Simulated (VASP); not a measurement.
# Hf in VASP: notebook

Runs on Hf. Level: PBEsol. Tasks: electric field gradients.

Program: VASP 6.6.1. These are calculated values, not measurements. Logs are shortened: lines on timing, memory, paths and dates and some standing lists are left out, and cuts for length are marked.

### 1 The cell of the first run

The structure is trigonal, space group R-3m (No. 166). The conventional cell has a = 5.054 Å, b = 5.054 Å, c = 3.189 Å, α = 90.00°, β = 90.00°, γ = 120.00°. Within 4.1 Å of Hf (site symmetry -3m) lie 14 Hf at 3.11 to 3.61 Å.

### 2 Electric field gradients, PBEsol (equal xy, yz and zx shear strains of +2 %)

Input file INCAR:

```
SYSTEM = Hf
PREC = Accurate
ENCUT = 520
EDIFF = 1E-8
ISMEAR = -1
SIGMA = 0.08
LREAL = .False.
LASPH = .True.
NELM = 100
ALGO = Normal
ISIF = 2
LWAVE = .False.
LCHARG = .False.
GGA = PS
LEFG = .True.
NBANDS = 11
```

Input file KPOINTS:

```
regular mesh
0
Gamma
  16 16 16
  0 0 0
```

Input file POSCAR:

```
Hf
1.0
   -1.7689000000      1.8050000000      1.8050000000
    1.8050000000     -1.7689000000      1.8050000000
    1.8050000000      1.8050000000     -1.7689000000
Hf
1
Direct
    0.0000000000      0.0000000000      0.0000000000
```

Potentials or basis: VASP PAW PBE potentials, release 64 (Hf_pv).

Started as:

```bash
$ cat potpaw_PBE.64/Hf_pv/POTCAR > POTCAR
$ mpirun -np 1 vasp_std > vasp.out
```

OUTCAR:

```text
SYSTEM = Hf
   PREC = Accurate
   ENCUT = 520
   EDIFF = 1E-8
   ISMEAR = -1
   LREAL = .False.
   LASPH = .True.
   NELM = 100
   ISIF = 2
   GGA = PS

 ion  position               nearest neighbor table
   1  0.000  0.000  0.000-

  LATTYP: Found a trigonal (rhomboedric) cell.
 ALAT       =     3.1056492413
 COS(alpha) =    -0.3242805026

  Lattice vectors:

 A1 = (  -1.7689000000,   1.8050000000,   1.8050000000)
 A2 = (   1.8050000000,  -1.7689000000,   1.8050000000)
 A3 = (   1.8050000000,   1.8050000000,  -1.7689000000)

Analysis of symmetry for initial positions (statically):
=====================================================================
 Subroutine PRICEL returns:
 Original cell was already a primitive cell.

 Routine SETGRP: Setting up the symmetry group for a
 trigonal (rhombohedral) supercell.

 Subroutine GETGRP returns: Found 12 space group operations
 (whereof 12 operations were pure point group operations)
 out of a pool of 12 trial point group operations.

The static configuration has the point symmetry D_3d.

Analysis of symmetry for dynamics (positions and initial velocities):
=====================================================================
 Subroutine PRICEL returns:
 Original cell was already a primitive cell.

 Routine SETGRP: Setting up the symmetry group for a
 trigonal (rhombohedral) supercell.

 Subroutine GETGRP returns: Found 12 space group operations
 (whereof 12 operations were pure point group operations)
 out of a pool of 12 trial point group operations.

The dynamic configuration has the point symmetry D_3d.

 Subroutine INISYM returns: Found 12 space group operations
 (whereof 12 operations are pure point group operations),
 and found     1 'primitive' translations

----------------------------------------------------------------------------------------

                                     Primitive cell

  volume of cell :      23.5159

  direct lattice vectors                    reciprocal lattice vectors
    -1.768900000  1.805000000  1.805000000    -0.005486399  0.274319974  0.274319974
     1.805000000 -1.768900000  1.805000000     0.274319974 -0.005486399  0.274319974
     1.805000000  1.805000000 -1.768900000     0.274319974  0.274319974 -0.005486399

  length of vectors
     3.105649241  3.105649241  3.105649241     0.387985821  0.387985821  0.387985821

  position of ions in fractional coordinates (direct lattice)
     0.000000000  0.000000000  0.000000000

  ion indices of the primitive-cell ions
   primitive index   ion index
                 1           1

----------------------------------------------------------------------------------------

 KPOINTS: regular mesh

Automatic generation of k-mesh.
 Grid dimensions read from file:
 generate k-points for:   16   16   16

 Generating k-lattice:

  Cartesian coordinates                     Fractional coordinates (reciprocal lattice)
    -0.000342900  0.017144998  0.017144998     0.062500000  0.000000000  0.000000000
     0.017144998 -0.000342900  0.017144998     0.000000000  0.062500000  0.000000000
     0.017144998  0.017144998 -0.000342900    -0.000000000 -0.000000000  0.062500000

  Length of vectors
     0.024249114  0.024249114  0.024249114

  Shift w.r.t. Gamma in fractional coordinates (k-lattice)
     0.000000000  0.000000000  0.000000000

 Subroutine IBZKPT returns following result:
 ===========================================

 Found    417 irreducible k-points:

 Following reciprocal coordinates:
            Coordinates               Weight
  0.000000  0.000000  0.000000      1.000000
  0.062500  0.000000  0.000000      6.000000
  0.125000  0.000000  0.000000      6.000000
  0.187500  0.000000  0.000000      6.000000
  0.250000  0.000000  0.000000      6.000000
  0.312500  0.000000  0.000000      6.000000
[... 16 lines left out ...]
 -0.125000  0.062500 -0.000000     12.000000
 -0.062500  0.062500  0.000000      6.000000
 [... further k-points ...]
   k-points           NKPTS =    417   k-points in BZ     NKDIM =    417   number of bands    NBANDS=     11
   number of dos      NEDOS =    301   number of ions     NIONS =      1
   total plane-waves  NPLWV =  13824
   dimension x,y,z NGX =    24 NGY =   24 NGZ =   24
   dimension x,y,z NGXF=    48 NGYF=   48 NGZF=   48
   ions per type =               1
   NGX,Y,Z   is equivalent  to a cutoff of  12.85, 12.85, 12.85 a.u.
   NGXF,Y,Z  is equivalent  to a cutoff of  25.69, 25.69, 25.69 a.u.
 SYSTEM =  Hf
   PREC   = accura    normal or accurate (medium, high low for compatibility)
   ISTART =      0    job   : 0-new  1-cont  2-samecut
   ICHARG =      2    charge: 1-file 2-atom 10-const
   ISPIN  =      1    spin polarized calculation?
   LNONCOLLINEAR =      F non collinear calculations
   LSORBIT =      F    spin-orbit coupling
   LASPH  =      T    aspherical Exc in radial PAW
   ENCUT  =  520.0 eV  38.22 Ry    6.18 a.u.   5.77  5.77  5.77*2*pi/ulx,y,z
   NELM   =    100;   NELMIN=  2; NELMDL= -5     # of ELM steps
   EDIFF  = 0.1E-07   stopping-criterion for ELM
   LREAL  =      F    real-space projection
   EDIFFG = 0.1E-06   stopping-criterion for IOM
   NSW    =      0    number of steps for IOM
   IBRION =     -1    ionic relax: 0-MD 1-quasi-New 2-CG
   NFREE  =      0    steps in history (QN), initial steepest desc. (CG)
   ISIF   =      2    stress and relaxation
   ISYM   =      2    0-nonsym 1-usesym 2-fastsym
   POTIM  = 0.5000    time-step for ionic-motion
   TEBEG  =    0.0;   TEEND  =   0.0 temperature during run
   PSTRESS=    0.0 pullay stress
   NELECT =      10.0000    total number of electrons
   NUPDOWN=      -1.0000    fix difference up-down
   EMIN   =  10.00;   EMAX   =-10.00  energy-range for DOS
   EFERMI =   0.00;   METHOD = LEGACY
   ISMEAR =    -1;   SIGMA  =   0.08  broadening in eV -4-tet -1-fermi 0-gaus
   EFERMI_NEDOS =   21; number of points for ismear=-14 and -15
   IALGO  =     38    algorithm
   IMIX   =      4    mixing-type and parameters
     AMIX     =   0.40;   BMIX     =  1.00
     AMIX_MAG =   1.60;   BMIX_MAG =  1.00
  volume/ion in A,a.u.               =      23.52       158.69
  Fermi-wavevector in a.u.,A,eV,Ry     =   1.231083  2.326410 20.620529  1.515566
  Thomas-Fermi vector in A             =   2.365907
   LORBIT       =      0    0 simple, 1 ext, 2 COOP (PROOUT), +10 PAW based schemes
   GGA     = PS    functional components
   LHFCALC =     F    Hartree Fock is set to
   AEXX    =    0.0000 exact exchange contribution
   IVDW    =     0    specifies the selected vdW correction
   LEPSILON=     F    determine dielectric tensor
   LRPA    =     F    only Hartree local field effects (RPA)
 non-spin polarized calculation
  energy-cutoff  :      520.00
  volume of cell :       23.52
 maximum number of plane-waves:       650
   NGX = 11   NGY = 11   NGZ = 11

 number of electron      10.0000000 magnetization

 Free energy of the ion-electron system (eV)
  ---------------------------------------------------
  ext. energy  EPLUGINS =         0.00000000
  ---------------------------------------------------
  free energy    TOTEN  =       -10.27955585 eV

  energy without entropy =      -10.23555058  energy(sigma->0) =      -10.25755321

 E-fermi :   4.0894     XC(G=0): -11.1651

 val. band max:        4.0874658025   @ k =  -0.3750   0.0625   0.0625
 cond. band min:       4.0938617030   @ k =  -0.1875  -0.4375   0.0625
 fundamental gap:      0.0063959005
 Fermi energy:         4.0894385617

 k-point     1 :       0.0000    0.0000    0.0000
  band No.  band energies     occupation
      1     -25.9124      2.00000
      2     -25.8754      2.00000
      3     -25.8754      2.00000
      4      -2.7888      2.00000
      5       5.4055      0.00000
      6       5.4055      0.00000
      7       5.8301      0.00000
      8       8.2282      0.00000
      9       8.2282      0.00000
     10      17.0228      0.00000
     11      17.0228      0.00000

 k-point     2 :       0.0625    0.0000    0.0000
  band No.  band energies     occupation
      1     -25.9333      2.00000
      2     -25.8897      2.00000
      3     -25.8756      2.00000
      4      -2.6551      2.00000
      5       5.3181      0.00000
      6       5.4043      0.00000
      7       5.9104      0.00000
      8       8.1002      0.00000
      9       8.2310      0.00000
     10      17.1456      0.00000
     11      17.2044      0.00000
[... 295 lines left out ...]
 k-point    24 :      -0.0625    0.0625    0.0000
  band No.  band energies     occupation
      1     -25.9164      2.00000
      2     -25.9048      2.00000
      3     -25.8809      2.00000
      4      -2.6487      2.00000
      5       5.3674      0.00000
      6       5.5433      0.00000
      7       5.7459      0.00000
      8       8.0468      0.00000
      9       8.2198      0.00000
     10      17.1455      0.00000
     11      17.1681      0.00000

 [... further k-points ...]
[... 5 lines left out ...]
  --------------------------------------------------------------------------------------
  -------------------------------------------------------------------------------------
  Total       -1.3450183     -1.3450183     -1.3450183     -0.1323442     -0.1323442     -0.1323442
  in kB      -91.6382117    -91.6382117    -91.6382117     -9.0168209     -9.0168209     -9.0168209
  external PRESSURE =     -91.6382117 kB  Pullay stress =       0.0000000 kB

 VOLUME and BASIS-vectors are now :
 -----------------------------------------------------------------------------
  energy-cutoff  :      520.00
  volume of cell :       23.52
      direct lattice vectors                 reciprocal lattice vectors
    -1.768900000  1.805000000  1.805000000    -0.005486399  0.274319974  0.274319974
     1.805000000 -1.768900000  1.805000000     0.274319974 -0.005486399  0.274319974
     1.805000000  1.805000000 -1.768900000     0.274319974  0.274319974 -0.005486399

 POSITION                                       TOTAL-FORCE (eV/Angst)
 -----------------------------------------------------------------------------------
      0.00000      0.00000      0.00000         0.000000      0.000000     -0.000000
 -----------------------------------------------------------------------------------
    total drift:                                0.000000      0.000000     -0.000000

  FREE ENERGIE OF THE ION-ELECTRON SYSTEM (eV)
  ---------------------------------------------------
  free  energy   TOTEN  =       -10.2795558467 eV

  energy  without entropy=      -10.2355505809  energy(sigma->0) =      -10.25755321

 Electric field gradients (V/A^2)
---------------------------------------------------------------------
 ion       V_xx      V_yy      V_zz      V_xy      V_xz      V_yz
---------------------------------------------------------------------
   1      -0.000    -0.000     0.000   -19.682   -19.682   -19.682
---------------------------------------------------------------------

 Electric field gradients after diagonalization (V/A^2)
 (convention: |V_zz| > |V_xx| > |V_yy|)
----------------------------------------------------------------------
 ion       V_xx      V_yy      V_zz     asymmetry (V_yy - V_xx)/ V_zz
----------------------------------------------------------------------
   1      19.682    19.682   -39.365       0.000
----------------------------------------------------------------------

           NMR quadrupolar parameters

 Cq : quadrupolar parameter    Cq=e*Q*V_zz/h
 eta: asymmetry parameters     (V_yy - V_xx)/ V_zz
 Q  : nuclear electric quadrupole moment in mb (millibarn)
----------------------------------------------------------------------
 ion       Cq(MHz)       eta       Q (mb)
----------------------------------------------------------------------
   1      -0.095       0.000       1.000
----------------------------------------------------------------------
```

It took 46 s on 1 thread of Intel Xeon Platinum 8375C at 2.90GHz (Ice Lake), shared host; peak memory 0.23 GiB.

Results:

| Item | Value |
| --- | --- |
| Free energy | -10.2796 eV |
| Pressure | -9.2 GPa |
| Band gap on the k mesh | zero (bands 5 and 6 overlap by 2.05 eV) |
| Largest electric field gradient by atom | Hf -39.4 V/Å² |

Stress tensor (GPa, compression positive):
```
-9.16 -0.90 -0.90
-0.90 -9.16 -0.90
-0.90 -0.90 -9.16
```

Electric field gradients, principal values (V/Å²):
| atom | least | middle | greatest (by size) |
| --- | --- | --- | --- |
| 1 Hf | 19.682 | 19.682 | -39.365 |

Caveat: the cell differs from its parent crystal (equal xy, yz and zx shear strains of +2 %); the cell stands under tension; without QUAD_EFG the Cq values of the log hold for a quadrupole moment of 1 mb, not for the nuclei; the PAW data sets were made with another functional, which shifts forces and pressure a little; spin-orbit coupling is left out, which moves the levels of the heavy elements.

(Part 1 of 2 ends here.)
